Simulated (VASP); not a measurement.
Write the native input for VASP 6.6.1 that does the following.

```yaml
Task: single point
Functional: PBE
Potentials_or_basis: VASP PAW PBE potentials, release 64 (Si, Mo_sv)
Cutoff: 520 eV
k_mesh: 12 × 12 × 16
Occupations: fermi-dirac, width 0.03 eV
Spin: no spin polarisation
Dipole_correction: no
Further_INCAR_settings: ALGO = Normal; EDIFF = 1e-07; NBANDS = 18
```

The structure of Si2Mo lies in POSCAR:

```
Si2Mo
1.0
   -1.6553050000      1.5766950000      3.9305000000
    1.5766950000     -1.6553050000      3.9305000000
    1.6233050000      1.6233050000     -3.9625000000
Si Mo
2 1
Direct
    0.3330000000      0.3330000000      0.0000000000
    0.6670000000      0.6670000000      0.0000000000
    0.0000000000      0.0000000000      0.0000000000
```

This cell differs from its parent crystal: equal xy, yz and zx shear strains of -2 %.

The input as run:

INCAR

```
ALGO     = Normal         # electronic algorithm
EDIFF    = 1E-7           # SCF threshold, eV
ENCUT    = 520            # plane-wave cutoff, eV
GGA      = PE             # functional
ISIF     = 2              # what is computed and relaxed
ISMEAR   = -1             # smearing method
LASPH    = T              # aspherical terms in the spheres
LCHARG   = F              # write CHGCAR
LREAL    = F              # projectors in reciprocal space
LWAVE    = F              # write WAVECAR
NBANDS   = 18             # bands
NELM     = 100            # most SCF steps
PREC     = Accurate       # precision mode
SIGMA    = 0.03           # smearing width, eV
```

KPOINTS

```
k-points
0
Gamma
  12 12 16
```

Potentials or basis: VASP PAW PBE potentials, release 64 (Si, Mo_sv).

The run is started by

```bash
$ cat potpaw_PBE.64/Si/POTCAR potpaw_PBE.64/Mo_sv/POTCAR > POTCAR
$ mpirun -np 1 vasp_std > vasp.out
```

Results of the run:

The pressure is 2.7 GPa and the largest force is 0.278 eV/Å. The band gap on the k mesh is zero (bands 11 and 12 overlap by 0.96 eV).

Caveat: the cell differs from its parent crystal (equal xy, yz and zx shear strains of -2 %).

It took 6.8 min on 1 thread of AMD EPYC 9R45 96-Core Processor (Zen 5), on a shared host, peak memory 0.51 GiB.
